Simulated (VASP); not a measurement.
# CsH (Pm-3m) in VASP: a series of runs

The runs below take CsH through single point, relaxation of cell and atoms, with r2SCAN.

All numbers are computed with VASP 6.6.1; they aren't measurements. Logs are shortened: lines on timing, memory, paths and dates and some standing lists are left out, and cuts for length are marked.

## (1) The cell of the first run

Symmetry: Pm-3m, No. 221, cubic system. Conventional cell: a = 3.818 Å, b = 3.818 Å, c = 3.818 Å, α = 90.00°, β = 90.00°, γ = 90.00°. Cs (site symmetry m-3m) has 8 H at 3.31 Å and 6 Cs at 3.82 Å within 4.3 Å. Within 4.3 Å of H (site symmetry m-3m) lie 8 Cs at 3.31 Å and 6 H at 3.82 Å.

## (2) Single point, r2SCAN

Contents of POSCAR:

```
CsH
1.0
    3.8184085400      0.0000000000      0.0000000000
    0.0000000000      3.8184085400      0.0000000000
    0.0000000000      0.0000000000      3.8184085400
Cs H
1 1
Direct
    0.0000000000      0.0000000000      0.0000000000
    0.5000000000      0.5000000000      0.5000000000
```

Contents of INCAR.step1:

```
  PREC = Accurate
  ENCUT = 520
  ISMEAR = 0
  SIGMA = 0.01
  LREAL = F
  LASPH = T
  NELM = 60
  NBANDS = 12
  GGA = PE
  ALGO = Normal
  EDIFF = 1E-4
  LWAVE = T
  LCHARG = F
```

Contents of INCAR.step2:

```
  PREC = Accurate
  ENCUT = 520
  EDIFF = 1E-6
  ISMEAR = 0
  SIGMA = 0.01
  LREAL = F
  LASPH = T
  NELM = 60
  ALGO = Normal
  ISIF = 2
  LWAVE = F
  LCHARG = F
  METAGGA = R2SCAN
  LMIXTAU = T
  NBANDS = 12
  ISTART = 1
```

Contents of KPOINTS:

```
Automatic mesh
0
Gamma
  6 6 6
```

Potentials or basis: VASP PAW PBE potentials, release 64 (Cs_sv, H).

Started as:

```bash
$ cat potpaw_PBE.64/Cs_sv/POTCAR potpaw_PBE.64/H/POTCAR > POTCAR
$ cp INCAR.step1 INCAR
$ mpirun -np 1 vasp_std > vasp.out
$ cp INCAR.step2 INCAR
$ mpirun -np 1 vasp_std > vasp.out
```

OUTCAR:

```text
PREC = Accurate
   ENCUT = 520
   EDIFF = 1E-6
   ISMEAR = 0
   LREAL = F
   LASPH = T
   NELM = 60
   ISIF = 2
   METAGGA = R2SCAN
   ISTART = 1

 ion  position               nearest neighbor table
   1  0.000  0.000  0.000-
   2  0.500  0.500  0.500-

  LATTYP: Found a simple cubic cell.
 ALAT       =     3.8184085400

  Lattice vectors:

 A1 = (   3.8184085400,   0.0000000000,   0.0000000000)
 A2 = (   0.0000000000,   3.8184085400,   0.0000000000)
 A3 = (   0.0000000000,   0.0000000000,   3.8184085400)

Analysis of symmetry for initial positions (statically):
=====================================================================
 Subroutine PRICEL returns:
 Original cell was already a primitive cell.

 Routine SETGRP: Setting up the symmetry group for a
 simple cubic supercell.

 Subroutine GETGRP returns: Found 48 space group operations
 (whereof 48 operations were pure point group operations)
 out of a pool of 48 trial point group operations.

The static configuration has the point symmetry O_h .

Analysis of symmetry for dynamics (positions and initial velocities):
=====================================================================
 Subroutine PRICEL returns:
 Original cell was already a primitive cell.

 Routine SETGRP: Setting up the symmetry group for a
 simple cubic supercell.

 Subroutine GETGRP returns: Found 48 space group operations
 (whereof 48 operations were pure point group operations)
 out of a pool of 48 trial point group operations.

The dynamic configuration has the point symmetry O_h .

 Subroutine INISYM returns: Found 48 space group operations
 (whereof 48 operations are pure point group operations),
 and found     1 'primitive' translations

----------------------------------------------------------------------------------------

                                     Primitive cell

  volume of cell :      55.6733

  direct lattice vectors                    reciprocal lattice vectors
     3.818408540  0.000000000  0.000000000     0.261889211  0.000000000  0.000000000
     0.000000000  3.818408540  0.000000000     0.000000000  0.261889211  0.000000000
     0.000000000  0.000000000  3.818408540     0.000000000  0.000000000  0.261889211

  length of vectors
     3.818408540  3.818408540  3.818408540     0.261889211  0.261889211  0.261889211

  position of ions in fractional coordinates (direct lattice)
     0.000000000  0.000000000  0.000000000
     0.500000000  0.500000000  0.500000000

  ion indices of the primitive-cell ions
   primitive index   ion index
                 1           1
                 2           2

----------------------------------------------------------------------------------------

 KPOINTS: Automatic mesh

Automatic generation of k-mesh.
 Grid dimensions read from file:
 generate k-points for:    6    6    6

 Generating k-lattice:

  Cartesian coordinates                     Fractional coordinates (reciprocal lattice)
     0.043648202  0.000000000  0.000000000     0.166666667  0.000000000  0.000000000
     0.000000000  0.043648202  0.000000000     0.000000000  0.166666667  0.000000000
     0.000000000  0.000000000  0.043648202     0.000000000  0.000000000  0.166666667

  Length of vectors
     0.043648202  0.043648202  0.043648202

  Shift w.r.t. Gamma in fractional coordinates (k-lattice)
     0.000000000  0.000000000  0.000000000

 Subroutine IBZKPT returns following result:
 ===========================================

 Found     20 irreducible k-points:

 Following reciprocal coordinates:
            Coordinates               Weight
  0.000000  0.000000  0.000000      1.000000
  0.166667  0.000000  0.000000      6.000000
  0.333333  0.000000  0.000000      6.000000
  0.500000  0.000000  0.000000      3.000000
  0.166667  0.166667  0.000000     12.000000
  0.333333  0.166667  0.000000     24.000000
[... 12 lines left out ...]
  0.500000  0.500000  0.333333      6.000000
  0.500000  0.500000  0.500000      1.000000
   k-points           NKPTS =     20   k-points in BZ     NKDIM =     20   number of bands    NBANDS=     12
   number of dos      NEDOS =    301   number of ions     NIONS =      2
   total plane-waves  NPLWV =  21952
   dimension x,y,z NGX =    28 NGY =   28 NGZ =   28
   dimension x,y,z NGXF=    56 NGYF=   56 NGZF=   56
   ions per type =               1   1
   NGX,Y,Z   is equivalent  to a cutoff of  12.19, 12.19, 12.19 a.u.
   NGXF,Y,Z  is equivalent  to a cutoff of  24.38, 24.38, 24.38 a.u.
 SYSTEM =  unknown system
   PREC   = accura    normal or accurate (medium, high low for compatibility)
   ISTART =      1    job   : 0-new  1-cont  2-samecut
   ICHARG =      0    charge: 1-file 2-atom 10-const
   ISPIN  =      1    spin polarized calculation?
   LNONCOLLINEAR =      F non collinear calculations
   LSORBIT =      F    spin-orbit coupling
   LASPH  =      T    aspherical Exc in radial PAW
   ENCUT  =  520.0 eV  38.22 Ry    6.18 a.u.   7.10  7.10  7.10*2*pi/ulx,y,z
   NELM   =     60;   NELMIN=  2; NELMDL=  0     # of ELM steps
   EDIFF  = 0.1E-05   stopping-criterion for ELM
   LREAL  =      F    real-space projection
   EDIFFG = 0.1E-04   stopping-criterion for IOM
   NSW    =      0    number of steps for IOM
   IBRION =     -1    ionic relax: 0-MD 1-quasi-New 2-CG
   NFREE  =      0    steps in history (QN), initial steepest desc. (CG)
   ISIF   =      2    stress and relaxation
   ISYM   =      2    0-nonsym 1-usesym 2-fastsym
   POTIM  = 0.5000    time-step for ionic-motion
   TEBEG  =    0.0;   TEEND  =   0.0 temperature during run
   PSTRESS=    0.0 pullay stress
   NELECT =      10.0000    total number of electrons
   NUPDOWN=      -1.0000    fix difference up-down
   EMIN   =  10.00;   EMAX   =-10.00  energy-range for DOS
   EFERMI =   0.00;   METHOD = LEGACY
   ISMEAR =     0;   SIGMA  =   0.01  broadening in eV -4-tet -1-fermi 0-gaus
   EFERMI_NEDOS =   21; number of points for ismear=-14 and -15
   IALGO  =     38    algorithm
   IMIX   =      4    mixing-type and parameters
     AMIX     =   0.40;   BMIX     =  1.00
     AMIX_MAG =   1.60;   BMIX_MAG =  1.00
  volume/ion in A,a.u.               =      27.84       187.85
  Fermi-wavevector in a.u.,A,eV,Ry     =   0.923689  1.745519 11.608509  0.853201
  Thomas-Fermi vector in A             =   2.049353
   LORBIT       =      0    0 simple, 1 ext, 2 COOP (PROOUT), +10 PAW based schemes
   METAGGA = R2SCAN    functional components
   LHFCALC =     F    Hartree Fock is set to
   AEXX    =    0.0000 exact exchange contribution
   IVDW    =     0    specifies the selected vdW correction
   LEPSILON=     F    determine dielectric tensor
   LRPA    =     F    only Hartree local field effects (RPA)
 non-spin polarized calculation
 Gauss-broadening in eV      SIGMA  =   0.01
  energy-cutoff  :      520.00
  volume of cell :       55.67
 maximum number of plane-waves:      1518
   NGX = 15   NGY = 15   NGZ = 15

 number of electron      10.0000000 magnetization

 Free energy of the ion-electron system (eV)
  ---------------------------------------------------
  ext. energy  EPLUGINS =         0.00000000
  ---------------------------------------------------
  free energy    TOTEN  =       -28.95669704 eV

  energy without entropy =      -28.95669704  energy(sigma->0) =      -28.95669704

 E-fermi :   0.5204     XC(G=0):  -8.2735

 val. band max:        0.4755883358   @ k =   0.5000   0.5000   0.5000
 cond. band min:       3.6264061573   @ k =   0.5000   0.5000   0.5000
 fundamental gap:      3.1508178215
 Fermi energy:         0.5204246886

 k-point     1 :       0.0000    0.0000    0.0000
  band No.  band energies     occupation
      1     -22.0090      2.00000
      2      -7.6985      2.00000
      3      -7.6985      2.00000
      4      -7.6985      2.00000
      5      -1.4231      2.00000
      6       4.2825      0.00000
      7       4.2825      0.00000
      8       8.4510      0.00000
      9      10.4506      0.00000
     10      10.4506      0.00000
     11      10.4506      0.00000
     12      11.5863      0.00000

 k-point     2 :       0.1667    0.0000    0.0000
  band No.  band energies     occupation
      1     -21.9692      2.00000
      2      -8.1416      2.00000
      3      -7.6608      2.00000
      4      -7.6608      2.00000
      5      -1.0347      2.00000
      6       4.4476      0.00000
      7       4.7545      0.00000
      8       7.8636      0.00000
      9       8.9496      0.00000
     10       8.9496      0.00000
     11      10.5481      0.00000
     12      12.2526      0.00000

 k-point     3 :       0.3333    0.0000    0.0000
  band No.  band energies     occupation
      1     -21.8876      2.00000
      2      -8.8922      2.00000
      3      -7.5834      2.00000
      4      -7.5834      2.00000
      5      -0.2520      2.00000
      6       4.3406      0.00000
      7       4.8361      0.00000
      8       7.5717      0.00000
      9       7.5717      0.00000
     10       9.2396      0.00000
     11      10.7595      0.00000
     12      11.6659      0.00000
[... 226 lines left out ...]
 k-point    19 :       0.5000    0.5000    0.3333
  band No.  band energies     occupation
      1     -21.5793      2.00000
      2      -8.7410      2.00000
      3      -8.7410      2.00000
      4      -8.3948      2.00000
      5       0.0459      2.00000
      6       4.1726      0.00000
      7       4.1726      0.00000
      8       4.4959      0.00000
      9       9.4064      0.00000
     10      12.4481      0.00000
     11      12.4481      0.00000
     12      12.6473      0.00000

 k-point    20 :       0.5000    0.5000    0.5000
  band No.  band energies     occupation
      1     -21.5409      2.00000
      2      -8.6828      2.00000
      3      -8.6828      2.00000
      4      -8.6828      2.00000
      5       0.4756      2.00000
      6       3.6264      0.00000
      7       3.6264      0.00000
      8       3.6264      0.00000
      9      12.7208      0.00000
     10      12.7208      0.00000
     11      13.1659      0.00000
     12      13.1659      0.00000

------------------------ aborting loop because EDIFF is reached ----------------------------------------

  FORCE on cell =-STRESS in cart. coord.  units (eV):
  Direction    XX          YY          ZZ          XY          YZ          ZX
  --------------------------------------------------------------------------------------
  -------------------------------------------------------------------------------------
  Total        0.0031249      0.0031249      0.0031249      0.0000000     -0.0000000     -0.0000000
  in kB        0.0899285      0.0899285      0.0899285      0.0000000     -0.0000000     -0.0000000
  external PRESSURE =       0.0899285 kB  Pullay stress =       0.0000000 kB

 VOLUME and BASIS-vectors are now :
 -----------------------------------------------------------------------------
  energy-cutoff  :      520.00
  volume of cell :       55.67
      direct lattice vectors                 reciprocal lattice vectors
     3.818408540  0.000000000  0.000000000     0.261889211  0.000000000  0.000000000
     0.000000000  3.818408540  0.000000000     0.000000000  0.261889211  0.000000000
     0.000000000  0.000000000  3.818408540     0.000000000  0.000000000  0.261889211

 POSITION                                       TOTAL-FORCE (eV/Angst)
 -----------------------------------------------------------------------------------
      0.00000      0.00000      0.00000         0.000000      0.000000      0.000000
      1.90920      1.90920      1.90920         0.000000      0.000000      0.000000
 -----------------------------------------------------------------------------------
    total drift:                                0.000000      0.000000      0.000000

  FREE ENERGIE OF THE ION-ELECTRON SYSTEM (eV)
  ---------------------------------------------------
  free  energy   TOTEN  =       -28.9566970441 eV

  energy  without entropy=      -28.9566970441  energy(sigma->0) =      -28.95669704
```

It took 38 s on 1 thread of Intel Xeon Platinum 8488C (Sapphire Rapids), shared host; peak memory 0.16 GiB.

Results:

* Free energy: -28.9567 eV
* Pressure: 0.0 GPa
* Band gap on the k mesh: 3.15 eV

Levels at points of the mesh, in eV from the valence-band top:
| k point | band 1 | band 2 | band 3 | band 4 | band 5 | band 6 | band 7 | band 8 | band 9 | band 10 |
| --- | --- | --- | --- | --- | --- | --- | --- | --- | --- | --- |
| (0.00, 0.00, 0.00) | -22.48 | -8.17 | -8.17 | -8.17 | -1.90 | 3.81 | 3.81 | 7.98 | 9.97 | 9.97 |
| (0.50, 0.00, 0.00) | -22.32 | -9.70 | -8.02 | -8.02 | -0.25 | 3.21 | 4.60 | 6.60 | 6.60 | 10.40 |
| (0.50, 0.50, 0.00) | -22.17 | -9.38 | -9.38 | -7.88 | -1.23 | 4.99 | 6.85 | 7.42 | 7.42 | 7.57 |
| (0.50, 0.50, 0.50) | -22.02 | -9.16 | -9.16 | -9.16 | 0.00 | 3.15 | 3.15 | 3.15 | 12.25 | 12.25 |

Caveat: the PAW data sets were made with another functional, which shifts forces and pressure a little; spin-orbit coupling is left out, which moves the levels of the heavy elements. A k mesh can miss the band edges.

(Part 1 of 2 ends here.)
